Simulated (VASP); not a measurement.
Write the native input for VASP 6.6.1 that does the following.

| Property | Result |
| --- | --- |
| Task | single point |
| Functional | PBE |
| Potentials or basis | VASP PAW PBE potentials, release 64 (B, N) |
| Cutoff | 520 eV |
| k mesh | 12 × 12 × 4 |
| Occupations | gaussian, width 0.02 eV |
| Spin | no spin polarisation |
| Dipole correction | no |
| Further INCAR settings | ALGO = Normal; EDIFF = 1e-06; NBANDS = 16 |

The structure of BN lies in POSCAR:

```
BN
1.0
    2.5121811355      0.0000000000      0.0000000000
   -1.2560905678      2.1756126823      0.0000000000
    0.0000000000      0.0000000000      7.8425737833
B N
2 2
Direct
    0.3333333333      0.6666666667      0.2500000000
    0.6666666667      0.3333333333      0.7500000000
    0.3333333333      0.6666666667      0.7500000000
    0.6666666667      0.3333333333      0.2500000000
```

This cell differs from its parent crystal: strain along c alone, the other axes held: -6.0 %.

One way to write it, as run:

INCAR

```
PREC = Accurate ; ENCUT = 520
EDIFF = 1E-6 ; ISMEAR = 0
SIGMA = 0.02 ; LREAL = False
LASPH = True ; NELM = 80
ALGO = Normal ; ISIF = 2
LWAVE = False ; LCHARG = True
GGA = PE ; LELF = True
LVHAR = True ; NBANDS = 16
```

KPOINTS

```
Automatic mesh
0
Gamma
  12 12 4
```

Potentials or basis: VASP PAW PBE potentials, release 64 (B, N).

Run with:

```console
$ cat potpaw_PBE.64/B/POTCAR potpaw_PBE.64/N/POTCAR > POTCAR
$ mpirun -np 1 vasp_std > vasp.out
```

It gave:

The pressure is 0.1 GPa. The band gap on the k mesh is 4.50 eV (least direct gap 4.65 eV).

Caveat: the cell differs from its parent crystal (strain along c alone, the other axes held: -6.0 %); this functional lacks dispersion, which binds the layers, so the pressure and a relaxed spacing across them are unreliable.

It took 55 s on 1 thread of Intel Xeon 8259CL, on a shared host, peak memory 0.17 GiB.
